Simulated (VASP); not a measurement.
# CaO (Fm-3m) in VASP: a series of runs

CaO is run at these levels: LDA, r2SCAN; tasks: single point.

Program: VASP 6.6.1. These are calculated values, not measurements. Logs are shortened: lines on timing, memory, paths and dates and some standing lists are left out, and cuts for length are marked.

**1. The cell of the first run**

It takes space group Fm-3m (No. 225, cubic). The conventional cell has a = 4.795 Å, b = 4.795 Å, c = 4.795 Å, α = 90.00°, β = 90.00°, γ = 90.00°. Ca (site symmetry m-3m) has 6 O at 2.40 Å within 3.2 Å. O (site symmetry m-3m) has 6 Ca at 2.40 Å within 3.2 Å.

**2. Single point, LDA**

File INCAR:

```
ALGO     = Normal         # electronic algorithm
EDIFF    = 1E-7           # SCF threshold, eV
ENCUT    = 520            # plane-wave cutoff, eV
ISIF     = 2              # what is computed and relaxed
ISMEAR   = 0              # smearing method
LASPH    = True           # aspherical terms in the spheres
LCHARG   = False          # write CHGCAR
LREAL    = False          # projectors in reciprocal space
LWAVE    = False          # write WAVECAR
NBANDS   = 15             # bands
NELM     = 60             # most SCF steps
PREC     = Accurate       # precision mode
SIGMA    = 0.01           # smearing width, eV
```

File KPOINTS:

```
k-points
0
Gamma
  10 10 10
```

File POSCAR:

```
CaO
1.0
    0.0000000000      2.3975501144      2.3975501144
    2.3975501144      0.0000000000      2.3975501144
    2.3975501144      2.3975501144      0.0000000000
Ca O
1 1
Direct
    0.0000000000      0.0000000000      0.0000000000
    0.5000000000      0.5000000000      0.5000000000
```

Potentials or basis: VASP PAW LDA potentials, release 64 (Ca_sv, O).

Command:

```console
$ cat potpaw_LDA.64/Ca_sv/POTCAR potpaw_LDA.64/O/POTCAR > POTCAR
$ mpirun -np 1 vasp_std > vasp.out
```

OUTCAR:

```text
EDIFF = 1E-7
   ENCUT = 520
   ISIF = 2
   ISMEAR = 0
   LASPH = True
   LREAL = False
   NELM = 60
   PREC = Accurate

 ion  position               nearest neighbor table
   1  0.000  0.000  0.000-   2 2.40   2 2.40   2 2.40   2 2.40   2 2.40   2 2.40
   2  0.500  0.500  0.500-   1 2.40   1 2.40   1 2.40   1 2.40   1 2.40   1 2.40

  LATTYP: Found a face centered cubic cell.
 ALAT       =     4.7951002288

  Lattice vectors:

 A1 = (   0.0000000000,   2.3975501144,   2.3975501144)
 A2 = (   2.3975501144,   0.0000000000,   2.3975501144)
 A3 = (   2.3975501144,   2.3975501144,   0.0000000000)

Analysis of symmetry for initial positions (statically):
=====================================================================
 Subroutine PRICEL returns:
 Original cell was already a primitive cell.

 Routine SETGRP: Setting up the symmetry group for a
 face centered cubic supercell.

 Subroutine GETGRP returns: Found 48 space group operations
 (whereof 48 operations were pure point group operations)
 out of a pool of 48 trial point group operations.

The static configuration has the point symmetry O_h .

Analysis of symmetry for dynamics (positions and initial velocities):
=====================================================================
 Subroutine PRICEL returns:
 Original cell was already a primitive cell.

 Routine SETGRP: Setting up the symmetry group for a
 face centered cubic supercell.

 Subroutine GETGRP returns: Found 48 space group operations
 (whereof 48 operations were pure point group operations)
 out of a pool of 48 trial point group operations.

The dynamic configuration has the point symmetry O_h .

 Subroutine INISYM returns: Found 48 space group operations
 (whereof 48 operations are pure point group operations),
 and found     1 'primitive' translations

----------------------------------------------------------------------------------------

                                     Primitive cell

  volume of cell :      27.5634

  direct lattice vectors                    reciprocal lattice vectors
     0.000000000  2.397550114  2.397550114    -0.208546214  0.208546214  0.208546214
     2.397550114  0.000000000  2.397550114     0.208546214 -0.208546214  0.208546214
     2.397550114  2.397550114  0.000000000     0.208546214  0.208546214 -0.208546214

  length of vectors
     3.390647888  3.390647888  3.390647888     0.361212639  0.361212639  0.361212639

  position of ions in fractional coordinates (direct lattice)
     0.000000000  0.000000000  0.000000000
     0.500000000  0.500000000  0.500000000

[... 89 lines left out ...]
   EMIN   =  10.00;   EMAX   =-10.00  energy-range for DOS
   EFERMI =   0.00;   METHOD = LEGACY
   ISMEAR =     0;   SIGMA  =   0.01  broadening in eV -4-tet -1-fermi 0-gaus
   EFERMI_NEDOS =   21; number of points for ismear=-14 and -15
   IALGO  =     38    algorithm
   IMIX   =      4    mixing-type and parameters
     AMIX     =   0.40;   BMIX     =  1.00
     AMIX_MAG =   1.60;   BMIX_MAG =  1.00
  volume/ion in A,a.u.               =      13.78        93.00
  Fermi-wavevector in a.u.,A,eV,Ry     =   1.365643  2.580691 25.374598  1.864980
  Thomas-Fermi vector in A             =   2.491853
   LORBIT       =      0    0 simple, 1 ext, 2 COOP (PROOUT), +10 PAW based schemes
   GGA     = CA    functional components
   LHFCALC =     F    Hartree Fock is set to
   AEXX    =    0.0000 exact exchange contribution
   IVDW    =     0    specifies the selected vdW correction
   LEPSILON=     F    determine dielectric tensor
   LRPA    =     F    only Hartree local field effects (RPA)
 non-spin polarized calculation
 Gauss-broadening in eV      SIGMA  =   0.01
  energy-cutoff  :      520.00
  volume of cell :       27.56
 maximum number of plane-waves:       757
 NGX is ok and might be reduce to    28
   NGX = 13   NGY = 13   NGZ = 13

 number of electron      15.9999997 magnetization

 Free energy of the ion-electron system (eV)
  ---------------------------------------------------
  ext. energy  EPLUGINS =         0.00000000
  ---------------------------------------------------
  free energy    TOTEN  =       -14.19949328 eV

  energy without entropy =      -14.19949328  energy(sigma->0) =      -14.19949328

 E-fermi :   2.2308     XC(G=0): -11.0643

 val. band max:        2.0547887005   @ k =   0.0000   0.0000   0.0000
 cond. band min:       5.5100548889   @ k =   0.5000   0.5000   0.0000
 fundamental gap:      3.4552661884
 Fermi energy:         2.2307933756

 k-point     1 :       0.0000    0.0000    0.0000
  band No.  band energies     occupation
      1     -34.9776      2.00000
      2     -16.0195      2.00000
      3     -16.0195      2.00000
      4     -16.0195      2.00000
      5     -13.1672      2.00000
      6       2.0548      2.00000
      7       2.0548      2.00000
      8       2.0548      2.00000
      9       6.6749      0.00000
     10       8.1801      0.00000
     11       8.1801      0.00000
     12       8.1801      0.00000
     13       9.7532      0.00000
     14       9.7532      0.00000
[... 401 lines left out ...]
      2     -16.7192      2.00000
      3     -16.2366      2.00000
      4     -16.2069      2.00000
      5     -12.6105      2.00000
      6       0.3429      2.00000
      7       1.4885      2.00000
      8       1.5935      2.00000
      9       6.1986      0.00000
     10       9.6591      0.00000
     11      10.8436      0.00000
     12      10.9285      0.00000
     13      11.0741      0.00000
     14      12.8234      0.00000
     15      17.4935      0.00000

 [... further k-points ...]

------------------------ aborting loop because EDIFF is reached ----------------------------------------

  FORCE on cell =-STRESS in cart. coord.  units (eV):
  Direction    XX          YY          ZZ          XY          YZ          ZX
  --------------------------------------------------------------------------------------
  -------------------------------------------------------------------------------------
  Total       -0.9485696     -0.9485696     -0.9485696     -0.0000000      0.0000000      0.0000000
  in kB      -55.1374530    -55.1374530    -55.1374530     -0.0000000      0.0000000      0.0000000
  external PRESSURE =     -55.1374530 kB  Pullay stress =       0.0000000 kB

 VOLUME and BASIS-vectors are now :
 -----------------------------------------------------------------------------
  energy-cutoff  :      520.00
  volume of cell :       27.56
      direct lattice vectors                 reciprocal lattice vectors
     0.000000000  2.397550114  2.397550114    -0.208546214  0.208546214  0.208546214
     2.397550114  0.000000000  2.397550114     0.208546214 -0.208546214  0.208546214
     2.397550114  2.397550114  0.000000000     0.208546214  0.208546214 -0.208546214

 POSITION                                       TOTAL-FORCE (eV/Angst)
 -----------------------------------------------------------------------------------
      0.00000      0.00000      0.00000        -0.000000      0.000000     -0.000000
      2.39755      2.39755      2.39755         0.000000     -0.000000      0.000000
 -----------------------------------------------------------------------------------
    total drift:                                0.000000      0.000000      0.000000

  FREE ENERGIE OF THE ION-ELECTRON SYSTEM (eV)
  ---------------------------------------------------
  free  energy   TOTEN  =       -14.1994932783 eV

  energy  without entropy=      -14.1994932783  energy(sigma->0) =      -14.19949328
```

stdout:

```text
POSCAR found type information on POSCAR CaO
 POSCAR found :  2 types and       2 ions
 scaLAPACK will be used
 LDA part: xc-table for (Slater(with rela. corr.)+CA(PZ))
 , standard interpolation
 POSCAR, INCAR and KPOINTS ok, starting setup
 FFT: planning ... GRIDC
 FFT: planning ... GRID_SOFT
 FFT: planning ... GRID
 WAVECAR not read
 entering main loop
```

Wall time 20 s (1 thread of Intel Xeon 6975P-C, shared host); peak memory 0.15 GiB.

What came out:

```yaml
Free_energy: -14.1995 eV
Pressure: -5.5 GPa
Band_gap_on_the_k_mesh: 3.46 eV, indirect (least direct gap 3.83 eV)
```

Levels at points of the mesh, in eV from the valence-band top:
| k point | band 5 | band 6 | band 7 | band 8 | band 9 | band 10 | band 11 | band 12 |
| --- | --- | --- | --- | --- | --- | --- | --- | --- |
| (0.00, 0.00, 0.00) | -15.22 | 0.00 | 0.00 | 0.00 | 4.62 | 6.13 | 6.13 | 6.13 |
| (0.50, 0.00, 0.00) | -13.94 | -2.73 | -1.25 | -1.25 | 6.99 | 8.34 | 8.34 | 8.37 |
| (0.50, 0.50, 0.00) | -14.97 | -1.31 | -0.37 | -0.37 | 3.46 | 8.07 | 8.92 | 9.59 |

[end of part 1 of 2]
